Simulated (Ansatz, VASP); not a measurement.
This is a calculation of HfO2 for Ansatz 0.2.0.

The input input.yaml:

```yaml
crystal:
  lattice:
    - [5.0803194, 0.0, 0.0]
    - [0.0, 5.16486745, 0.0]
    - [0.0, 0.0, 4.89088365]
  atoms:
    - { symbol: Hf, position: [0.22259082, 0.78179958, 0.27206794] }
    - { symbol: Hf, position: [0.72259082, 0.71820042, 0.72793206] }
    - { symbol: Hf, position: [0.77740918, 0.21820042, 0.27206794] }
    - { symbol: Hf, position: [0.27740918, 0.28179958, 0.72793206] }
    - { symbol: O, position: [0.18681532, 0.16364878, 0.10453462] }
    - { symbol: O, position: [0.68681532, 0.33635122, 0.89546538] }
    - { symbol: O, position: [0.81318468, 0.83635122, 0.10453462] }
    - { symbol: O, position: [0.31318468, 0.66364878, 0.89546538] }
    - { symbol: O, position: [0.0, 0.5, 0.48905445] }
    - { symbol: O, position: [0.5, 0.0, 0.51094555] }
    - { symbol: O, position: [0.0, 0.0, 0.57562499] }
    - { symbol: O, position: [0.5, 0.5, 0.42437501] }
hamiltonian:
  xc: pbe
  pseudopotentials: { kind: paw }
kpoints:
  mp_grid: { grid: [5, 5, 6] }
scf:
  occupations: { method: fermi_dirac, width: 0.05 }
basis:
  ecutwfc: "500 eV"
output:
  forces: true
  stress: true
  eigenvalues: true
```

Potentials or basis: Ansatz PAW.

Command:

```bash
$ ansatz run input.yaml --threads 4 --pin off --max-ram 11264MiB --backend cpu --events-out ev --progress --plain --runs-dir out
```

Q: Set up the same calculation for VASP 6.6.1. Potentials there: VASP PAW PBE potentials, release 64 (Hf_pv, O).

A: As run (the cutoff follows the program's own potentials):

INCAR

```
  PREC = Accurate
  ENCUT = 520
  EDIFF = 1E-6
  ISMEAR = -1
  SIGMA = 0.05
  LREAL = False
  LASPH = True
  NELM = 60
  ALGO = Normal
  ISIF = 2
  LWAVE = False
  LCHARG = False
  GGA = PE
  NBANDS = 56
```

Contents of KPOINTS:

```
regular mesh
0
Gamma
  5 5 6
```

The input POSCAR:

```
HfO2
1.0
    5.0803194000      0.0000000000      0.0000000000
    0.0000000000      5.1648674500      0.0000000000
    0.0000000000      0.0000000000      4.8908836500
Hf O
4 8
Direct
    0.2225908200      0.7817995800      0.2720679400
    0.7225908200      0.7182004200      0.7279320600
    0.7774091800      0.2182004200      0.2720679400
    0.2774091800      0.2817995800      0.7279320600
    0.1868153200      0.1636487800      0.1045346200
    0.6868153200      0.3363512200      0.8954653800
    0.8131846800      0.8363512200      0.1045346200
    0.3131846800      0.6636487800      0.8954653800
    0.0000000000      0.5000000000      0.4890544500
    0.5000000000      0.0000000000      0.5109455500
    0.0000000000      0.0000000000      0.5756249900
    0.5000000000      0.5000000000      0.4243750100
```

Potentials or basis: VASP PAW PBE potentials, release 64 (Hf_pv, O).

Launch:

```sh
$ cat potpaw_PBE.64/Hf_pv/POTCAR potpaw_PBE.64/O/POTCAR > POTCAR
$ mpirun -np 1 vasp_std > vasp.out
```

Both were run:

|  | VASP | Ansatz | Ansatz less VASP |
| --- | --- | --- | --- |
| gap on the k mesh at the Fermi level (eV) | 3.83 | 3.86 | +0.032 |
| least direct gap on the mesh (eV) | 3.83 | 3.86 | +0.032 |
| pressure (GPa) | 6.5 | 9.9 | +3.41 |
| traceless stress, the component that is largest in VASP (GPa) | -0.38 | -0.58 | -0.193 |
| rms of the force components (eV/Å) | 0.043 | 0.081 | +0.0377 |

Atom by atom the forces differ by 0.041 eV/Å (rms over components). VASP's potentials hold 88 valence electrons a cell and Ansatz's 152, so a difference there can come from the potentials and not from the codes.

Neither program's run includes spin-orbit coupling. Noted on Ansatz's run: odd divisions of the mesh miss points on the zone boundary, where band edges often lie, so the gap on the mesh can be too wide.
